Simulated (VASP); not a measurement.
# SiF5 (P1) in VASP: single point with PBE

Aim: the single point of SiF5 with PBE.

Everything below comes from runs of VASP 6.6.1. Logs are shortened: lines on timing, memory, paths and dates and some standing lists are left out, and cuts for length are marked.

## (1) The cell of the first run

The typed cell holds 12 atoms: a = 5.036 Å, b = 7.896 Å, c = 7.902 Å, α = 60.81°, β = 89.27°, γ = 89.67°.

## (2) Single point, PBE (22.86 Å³/atom)

INCAR

```
ALGO = Normal ; EDIFF = 1E-6
ENCUT = 600 ; GGA = PE
GGA_COMPAT = F ; ISIF = 2
ISMEAR = 0 ; LASPH = T
LCHARG = F ; LREAL = F
LWAVE = F ; NBANDS = 51
NELM = 120 ; PREC = Accurate
SIGMA = 0.02
```

KPOINTS

```
k-points
0
Gamma
  6 4 4
```

POSCAR

```
SiF5
1.0
    5.0361219905     -0.0274682901     -0.0153807950
    0.0877577821      7.8953594855     -0.0386278634
    0.1425299637      3.8866209796      6.8782603568
Si F
2 10
Direct
    0.4562936611      0.3316677668      0.3324881725
    0.5459829812      0.6676500836      0.6674244598
    0.3540115069      0.3102938996      0.1558505632
    0.3532553551      0.5288336212      0.3141215707
    0.3510801924      0.1566424883      0.5283078572
    0.7696305797      0.3310715200      0.3307956470
    0.9282720294      0.9431599826      0.9688893705
    0.0603538182      0.0602345719      0.0315277869
    0.6513003429      0.8427491459      0.4717016137
    0.6479098315      0.6889899818      0.8441672466
    0.6492618202      0.4705427198      0.6857843423
    0.2326478813      0.6681642183      0.6689413694
```

Potentials or basis: VASP PAW PBE potentials, release 64 (Si, F).

Launch:

```sh
cat potpaw_PBE.64/Si/POTCAR potpaw_PBE.64/F/POTCAR > POTCAR
mpirun -np 1 vasp_std > vasp.out
```

OUTCAR:

```text
EDIFF = 1E-6
   ENCUT = 600
   GGA = PE
   ISIF = 2
   ISMEAR = 0
   LASPH = T
   LREAL = F
   NELM = 120
   PREC = Accurate

 ion  position               nearest neighbor table
   1  0.456  0.332  0.332-   5 1.58   4 1.58   6 1.58   3 1.58
   2  0.546  0.668  0.667-   9 1.58  11 1.58  12 1.58  10 1.58
   3  0.354  0.310  0.156-   1 1.58
   4  0.353  0.529  0.314-   1 1.58
   5  0.351  0.157  0.528-   1 1.58
   6  0.770  0.331  0.331-   1 1.58
   7  0.928  0.943  0.969-   8 1.42
   8  0.060  0.060  0.032-   7 1.42
   9  0.651  0.843  0.472-   2 1.58
  10  0.648  0.689  0.844-   2 1.58
  11  0.649  0.471  0.686-   2 1.58
  12  0.233  0.668  0.669-   2 1.58

  LATTYP: Found a triclinic cell.
 ALAT       =     7.9016835526
 B/A-ratio  =     0.9992733350
 C/A-ratio  =     0.6373604249
 COS(alpha) =     0.0056752675
 COS(beta)  =     0.0126963479
 COS(gamma) =     0.4877782378

  Lattice vectors:

 A1 = (  -0.1425299637,  -3.8866209796,  -6.8782603568)
 A2 = (  -0.0877577821,  -7.8953594855,   0.0386278634)
 A3 = (  -5.0361219905,   0.0274682901,   0.0153807950)

Analysis of symmetry for initial positions (statically):
=====================================================================
 Subroutine PRICEL returns:
 Original cell was already a primitive cell.

 Routine SETGRP: Setting up the symmetry group for a
 triclinic supercell.

 Subroutine GETGRP returns: Found  1 space group operations
 (whereof  1 operations were pure point group operations)
 out of a pool of  2 trial point group operations.

The static configuration has the point symmetry C_1 .

Analysis of symmetry for dynamics (positions and initial velocities):
=====================================================================
 Subroutine PRICEL returns:
 Original cell was already a primitive cell.

 Routine SETGRP: Setting up the symmetry group for a
 triclinic supercell.

 Subroutine GETGRP returns: Found  1 space group operations
 (whereof  1 operations were pure point group operations)
 out of a pool of  2 trial point group operations.

The dynamic configuration has the point symmetry C_1 .

 Subroutine INISYM returns: Found  1 space group operations
 (whereof  1 operations are pure point group operations),
 and found     1 'primitive' translations

----------------------------------------------------------------------------------------

                                     Primitive cell

  volume of cell :     274.2782

  direct lattice vectors                    reciprocal lattice vectors
     5.036121990 -0.027468290 -0.015380795     0.198544638 -0.002220834 -0.002859301
     0.087757782  7.895359486 -0.038627863     0.000470889  0.126302229 -0.071377933
     0.142529964  3.886620980  6.878260357     0.000446619  0.000704339  0.144978351

  length of vectors
     5.036220386  7.895941676  7.901683553     0.198577645  0.145076821  0.144980750

  position of ions in fractional coordinates (direct lattice)
     0.456293661  0.331667767  0.332488172
     0.545982981  0.667650084  0.667424460
     0.354011507  0.310293900  0.155850563
     0.353255355  0.528833621  0.314121571
     0.351080192  0.156642488  0.528307857
     0.769630580  0.331071520  0.330795647
     0.928272029  0.943159983  0.968889371
     0.060353818  0.060234572  0.031527787
     0.651300343  0.842749146  0.471701614
     0.647909832  0.688989982  0.844167247
     0.649261820  0.470542720  0.685784342
     0.232647881  0.668164218  0.668941369

  ion indices of the primitive-cell ions
   primitive index   ion index
                 1           1
                 2           2
                 3           3
                 4           4
                 5           5
                 6           6
                 7           7
                 8           8
                 9           9
                10          10
                11          11
                12          12

----------------------------------------------------------------------------------------

 KPOINTS: k-points

Automatic generation of k-mesh.
 Grid dimensions read from file:
 generate k-points for:    6    4    4

 Generating k-lattice:

  Cartesian coordinates                     Fractional coordinates (reciprocal lattice)
     0.033090773 -0.000370139 -0.000476550     0.166666667  0.000000000  0.000000000
     0.000117722  0.031575557 -0.017844483    -0.000000000  0.250000000 -0.000000000
     0.000111655  0.000176085  0.036244588     0.000000000  0.000000000  0.250000000

  Length of vectors
     0.033096274  0.036269205  0.036245187

  Shift w.r.t. Gamma in fractional coordinates (k-lattice)
     0.000000000  0.000000000  0.000000000

 Subroutine IBZKPT returns following result:
 ===========================================

 Found     52 irreducible k-points:

 Following reciprocal coordinates:
            Coordinates               Weight
  0.000000  0.000000  0.000000      1.000000
  0.166667  0.000000  0.000000      2.000000
  0.333333  0.000000 -0.000000      2.000000
  0.500000  0.000000  0.000000      1.000000
  0.000000  0.250000  0.000000      2.000000
  0.166667  0.250000  0.000000      2.000000
[... 16 lines left out ...]
  0.333333  0.250000  0.250000      2.000000
  0.500000  0.250000  0.250000      2.000000
 [... further k-points ...]
   k-points           NKPTS =     52   k-points in BZ     NKDIM =     52   number of bands    NBANDS=     51
   number of dos      NEDOS =    301   number of ions     NIONS =     12
   total plane-waves  NPLWV = 163840
   dimension x,y,z NGX =    40 NGY =   64 NGZ =   64
   dimension x,y,z NGXF=    80 NGYF=  128 NGZF=  128
   ions per type =               2  10
   NGX,Y,Z   is equivalent  to a cutoff of  13.20, 13.47, 13.47 a.u.
   NGXF,Y,Z  is equivalent  to a cutoff of  26.41, 26.95, 26.93 a.u.
 SYSTEM =  unknown system
   PREC   = accura    normal or accurate (medium, high low for compatibility)
   ISTART =      0    job   : 0-new  1-cont  2-samecut
   ICHARG =      2    charge: 1-file 2-atom 10-const
   ISPIN  =      1    spin polarized calculation?
   LNONCOLLINEAR =      F non collinear calculations
   LSORBIT =      F    spin-orbit coupling
   LASPH  =      T    aspherical Exc in radial PAW
   ENCUT  =  600.0 eV  44.10 Ry    6.64 a.u.  10.06 15.77 15.78*2*pi/ulx,y,z
   NELM   =    120;   NELMIN=  2; NELMDL= -5     # of ELM steps
   EDIFF  = 0.1E-05   stopping-criterion for ELM
   LREAL  =      F    real-space projection
   EDIFFG = 0.1E-04   stopping-criterion for IOM
   NSW    =      0    number of steps for IOM
   IBRION =     -1    ionic relax: 0-MD 1-quasi-New 2-CG
   NFREE  =      0    steps in history (QN), initial steepest desc. (CG)
   ISIF   =      2    stress and relaxation
   ISYM   =      2    0-nonsym 1-usesym 2-fastsym
   POTIM  = 0.5000    time-step for ionic-motion
   TEBEG  =    0.0;   TEEND  =   0.0 temperature during run
   PSTRESS=    0.0 pullay stress
   NELECT =      78.0000    total number of electrons
   NUPDOWN=      -1.0000    fix difference up-down
   EMIN   =  10.00;   EMAX   =-10.00  energy-range for DOS
   EFERMI =   0.00;   METHOD = LEGACY
   ISMEAR =     0;   SIGMA  =   0.02  broadening in eV -4-tet -1-fermi 0-gaus
   EFERMI_NEDOS =   21; number of points for ismear=-14 and -15
   IALGO  =     38    algorithm
   IMIX   =      4    mixing-type and parameters
     AMIX     =   0.40;   BMIX     =  1.00
     AMIX_MAG =   1.60;   BMIX_MAG =  1.00
  volume/ion in A,a.u.               =      22.86       154.24
  Fermi-wavevector in a.u.,A,eV,Ry     =   1.076571  2.034424 15.769216  1.159005
  Thomas-Fermi vector in A             =   2.212459
   LORBIT       =      0    0 simple, 1 ext, 2 COOP (PROOUT), +10 PAW based schemes
   GGA     = PE    functional components
   LHFCALC =     F    Hartree Fock is set to
   AEXX    =    0.0000 exact exchange contribution
   IVDW    =     0    specifies the selected vdW correction
   LEPSILON=     F    determine dielectric tensor
   LRPA    =     F    only Hartree local field effects (RPA)
 non-spin polarized calculation
 Gauss-broadening in eV      SIGMA  =   0.02
  energy-cutoff  :      600.00
  volume of cell :      274.28
 maximum number of plane-waves:      9181
   NGX = 21   NGY = 31   NGZ = 31

 number of electron      78.0000011 magnetization

 Free energy of the ion-electron system (eV)
  ---------------------------------------------------
  ext. energy  EPLUGINS =         0.00000000
  ---------------------------------------------------
  free energy    TOTEN  =       -60.17093619 eV

  energy without entropy =      -60.17093619  energy(sigma->0) =      -60.17093619

 E-fermi :  -5.1862     XC(G=0):  -6.2390

 val. band max:       -5.3861613221   @ k =   0.5000   0.0000   0.0000
 cond. band min:      -1.8675862265   @ k =   0.0000   0.5000   0.5000
 fundamental gap:      3.5185750956
 Fermi energy:        -5.1861874722

 k-point     1 :       0.0000    0.0000    0.0000
  band No.  band energies     occupation
      1     -29.9456      2.00000
      2     -27.9208      2.00000
      3     -27.8728      2.00000
      4     -26.9991      2.00000
      5     -26.9826      2.00000
      6     -26.9749      2.00000
[... 43 lines left out ...]
     50       6.9467      0.00000
     51       7.0571      0.00000

 k-point     2 :       0.1667    0.0000    0.0000
  band No.  band energies     occupation
      1     -29.9455      2.00000
      2     -27.9148      2.00000
      3     -27.8669      2.00000
      4     -26.9992      2.00000
      5     -26.9825      2.00000
      6     -26.9776      2.00000
[... 1180 lines left out ...]
 k-point    24 :       0.5000    0.2500    0.2500
  band No.  band energies     occupation
      1     -29.9453      2.00000
      2     -27.8904      2.00000
      3     -27.8547      2.00000
      4     -27.0006      2.00000
      5     -26.9955      2.00000
      6     -26.9875      2.00000
[... 43 lines left out ...]
     50       6.1614      0.00000
     51       6.4700      0.00000

 [... further k-points ...]

------------------------ aborting loop because EDIFF is reached ----------------------------------------

  FORCE on cell =-STRESS in cart. coord.  units (eV):
  Direction    XX          YY          ZZ          XY          YZ          ZX
  --------------------------------------------------------------------------------------
  -------------------------------------------------------------------------------------
  Total        0.3950332      0.6036925      0.3386646      0.1586885      0.0979067      0.0553332
  in kB        2.3075590      3.5264284      1.9782859      0.9269680      0.5719151      0.3232253
  external PRESSURE =       2.6040911 kB  Pullay stress =       0.0000000 kB

 VOLUME and BASIS-vectors are now :
 -----------------------------------------------------------------------------
  energy-cutoff  :      600.00
  volume of cell :      274.28
      direct lattice vectors                 reciprocal lattice vectors
     5.036121990 -0.027468290 -0.015380795     0.198544638 -0.002220834 -0.002859301
     0.087757782  7.895359486 -0.038627863     0.000470889  0.126302229 -0.071377933
     0.142529964  3.886620980  6.878260357     0.000446619  0.000704339  0.144978351

 POSITION                                       TOTAL-FORCE (eV/Angst)
 -----------------------------------------------------------------------------------
      2.37445      3.89836      2.26711        -0.004348     -0.002505      0.001574
      2.90336      7.85037      4.55653         0.004638      0.002378     -0.001215
      1.83229      3.04589      1.05455        -0.078645     -0.122027     -0.179740
      1.87022      5.38650      2.13475        -0.073641      0.220932     -0.017152
      1.85713      3.28044      3.62239        -0.074007     -0.093991      0.198953
      3.95216      3.87847      2.25067         0.233331     -0.003237     -0.002880
      4.89576     11.18679      6.61356        -0.169622     -0.287238     -0.104491
      0.31373      0.59645      0.21360         0.169994      0.287984      0.104129
      3.42122      8.46924      3.20192         0.073371      0.094226     -0.198923
      3.44374      8.70298      5.76982         0.077950      0.121907      0.179649
      3.40880      6.36265      4.68884         0.073503     -0.221181      0.017326
      1.32562      7.86893      4.57176        -0.232523      0.002753      0.002772
 -----------------------------------------------------------------------------------
    total drift:                               -0.000279      0.001100     -0.000035

  FREE ENERGIE OF THE ION-ELECTRON SYSTEM (eV)
  ---------------------------------------------------
  free  energy   TOTEN  =       -60.1709361915 eV

  energy  without entropy=      -60.1709361915  energy(sigma->0) =      -60.17093619
```

It took 6.8 min on 1 thread of Intel Xeon 6975P-C (Granite Rapids), shared host; peak memory 0.8 GiB.

Results:

| Property | Result |
| --- | --- |
| Free energy | -60.1709 eV |
| Pressure | 0.3 GPa |
| Largest force | 0.350 eV/Å |
| Band gap on the k mesh | 3.52 eV |

Forces in eV/Å, atoms in the order of the input:
```
Si  -0.004 -0.003  0.002
Si   0.005  0.002 -0.001
F   -0.079 -0.122 -0.180
F   -0.074  0.221 -0.017
F   -0.074 -0.094  0.199
F    0.233 -0.003 -0.003
F   -0.170 -0.287 -0.104
F    0.170  0.288  0.104
F    0.073  0.094 -0.199
F    0.078  0.122  0.180
F    0.074 -0.221  0.017
F   -0.233  0.003  0.003
```

Stress tensor (GPa, compression positive):
```
0.23 0.09 0.03
0.09 0.35 0.06
0.03 0.06 0.20
```
